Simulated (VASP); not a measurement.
Input of a VASP 6.6.1 run:

File POSCAR:

```
Cu
1.0
    1.1722268618     -3.8514121016      0.0000000000
    1.1722268618      3.8514121016      0.0000000000
    0.0000000000      0.0000000000      2.3938608732
Cu
2
Direct
    0.1328337998      0.8671662002      0.2500000000
    0.8671662002      0.1328337998      0.7500000000
```

Contents of INCAR.step1:

```
  PREC = Accurate
  ENCUT = 520
  ISMEAR = -1
  SIGMA = 0.05
  LREAL = False
  LASPH = True
  NELM = 100
  NBANDS = 18
  GGA = PE
  ALGO = Normal
  EDIFF = 1E-4
  LWAVE = True
  LCHARG = False
```

The input INCAR.step2:

```
  PREC = Accurate
  ENCUT = 520
  EDIFF = 1E-7
  ISMEAR = -1
  SIGMA = 0.05
  LREAL = False
  LASPH = True
  NELM = 100
  ALGO = Normal
  ISIF = 2
  LWAVE = False
  LCHARG = False
  METAGGA = R2SCAN
  LMIXTAU = True
  NBANDS = 18
  ISTART = 1
```

Contents of KPOINTS:

```
Automatic mesh
0
Gamma
  13 13 12
```

Potentials or basis: VASP PAW PBE potentials, release 64 (Cu).

Run with:

```bash
$ cat potpaw_PBE.64/Cu/POTCAR > POTCAR
$ cp INCAR.step1 INCAR
$ mpirun -np 1 vasp_std > vasp.out
$ cp INCAR.step2 INCAR
$ mpirun -np 1 vasp_std > vasp.out
```

Task: Predict the largest force.

Result: 0.010 eV/Å.

Task: What does it give for the pressure?

Result: 20.8 GPa.

Task: Predict the band gap on the k mesh.

Result: Zero (bands 11 and 12 overlap by 6.32 eV).

Forces on the atoms (eV/Å):
```
Cu   0.000  0.010  0.000
Cu   0.000 -0.010  0.000
```

Caveat: the cell stands under pressure; the PAW data sets were made with another functional, which shifts forces and pressure a little.
